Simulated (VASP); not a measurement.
Set up this calculation in VASP 6.6.1, as the native input.

| Quantity | Value |
| --- | --- |
| Task | single point |
| Functional | PBEsol |
| Potentials or basis | VASP PAW PBE potentials, release 64 (Sb, In_d) |
| Cutoff | 520 eV |
| k mesh | 8 × 8 × 8 |
| Occupations | gaussian, width 0.02 eV |
| Spin | no spin polarisation |
| Dipole correction | no |
| Further INCAR settings | ALGO = Normal; EDIFF = 1e-07; NBANDS = 22 |

The structure of InSb3 lies in POSCAR:

```
InSb3
1.0
    4.7578145189      0.0000000000      0.0000000000
    0.0000000000      4.7578145189      0.0000000000
    0.0000000000      0.0000000000      4.7578145189
Sb In
3 1
Direct
    0.5000000000      0.5000000000      0.0000000000
    0.0000000000      0.5000000000      0.5000000000
    0.5000000000      0.0000000000      0.5000000000
    0.0000000000      0.0000000000      0.0000000000
```

One way to write it, as run:

INCAR

```
ALGO = Normal
EDIFF = 1E-7
ENCUT = 520
GGA = PS
ISIF = 2
ISMEAR = 0
LASPH = T
LCHARG = T
LELF = T
LREAL = F
LVHAR = T
LWAVE = F
NBANDS = 22
NELM = 60
PREC = Accurate
SIGMA = 0.02
```

KPOINTS

```
k-points
0
Gamma
  8 8 8
```

Potentials or basis: VASP PAW PBE potentials, release 64 (Sb, In_d).

The run is started by

```sh
$ cat potpaw_PBE.64/Sb/POTCAR potpaw_PBE.64/In_d/POTCAR > POTCAR
$ mpirun -np 1 vasp_std > vasp.out
```

It gave:

| Item | Value |
| --- | --- |
| Pressure | -1.0 GPa |
| Band gap on the k mesh | zero (band 14 reaches 11.70 eV, above the bottom of band 15 at 6.91 eV) |

Caveat: the PAW data sets were made with another functional, which shifts forces and pressure a little; spin-orbit coupling is left out, which moves the levels of the heavy elements.

Run time: 34 s on 1 thread of Intel(R) Xeon(R) 6975P-C (Granite Rapids), on a shared host, peak memory 0.25 GiB.
